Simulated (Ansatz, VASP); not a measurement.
This is a calculation of Sb for VASP 6.6.1.

INCAR

```
PREC = Accurate ; ENCUT = 520
EDIFF = 1E-7 ; ISMEAR = -1
SIGMA = 0.05 ; LREAL = F
LASPH = T ; NELM = 60
ALGO = Normal ; ISIF = 2
LWAVE = F ; LCHARG = T
GGA = PS ; LELF = T
LVHAR = T ; NBANDS = 12
```

The input KPOINTS:

```
Automatic mesh
0
Gamma
  9 6 6
```

The input POSCAR:

```
Sb
1.0
    3.1430807616      0.0000000000      0.0000000000
    0.0000000000      4.3763103490      0.0000000000
   -0.0391727227      0.0000000000      4.4350306782
Sb
2
Direct
    0.0113890000      0.2500000000      0.2411660000
    0.9886110000      0.7500000000      0.7588340000
```

Potentials or basis: VASP PAW PBE potentials, release 64 (Sb).

Launch:

```bash
$ cat potpaw_PBE.64/Sb/POTCAR > POTCAR
$ mpirun -np 1 vasp_std > vasp.out
```

Question: Translate it to Ansatz 0.2.0. Potentials there: all-electron LAPW, scalar-relativistic.

Answer: As run (the cutoff follows the program's own potentials):

Contents of input.yaml:

```yaml
crystal:
  lattice:
    - [3.1430807616, 0.0, 0.0]
    - [0.0, 4.376310349, 0.0]
    - [-0.0391727227, 0.0, 4.4350306782]
  atoms:
    - { symbol: Sb, position: [0.011389, 0.25, 0.241166] }
    - { symbol: Sb, position: [0.988611, 0.75, 0.758834] }
kpoints:
  mp_grid: { grid: [9, 6, 6] }
scf:
  occupations: { method: fermi_dirac, width: 0.05 }
hamiltonian:
  xc: pbesol
  pseudopotentials: { kind: all_electron, lapw: { basis_error: 0.0005 } }
output:
  forces: true
  stress: true
  eigenvalues: true
```

Potentials or basis: all-electron LAPW, scalar-relativistic.

The run is started by

```console
$ ansatz run input.yaml --threads 1 --pin off --max-ram 3072MiB --backend cpu --events-out ev --progress --plain --runs-dir out
```

Both were run:

|  | VASP | Ansatz | Ansatz less VASP |
| --- | --- | --- | --- |
| gap on the k mesh at the Fermi level (eV) | none | none | - |
| pressure (GPa) | -3.1 | -3.2 | -0.05 |
| traceless stress, the component that is largest in VASP (GPa) | 0.37 | 0.38 | +0.014 |
| rms of the force components (eV/Å) | 0.020 | 0.019 | -0.0016 |

VASP's potentials were made for PBE, not for PBEsol. Atom by atom the forces differ by 0.005 eV/Å (rms over components). A gap of «none» marks a metal or a gap that the smearing closes. Ansatz ran all-electron here, and VASP with PAW potentials.

Spin-orbit coupling is off throughout.
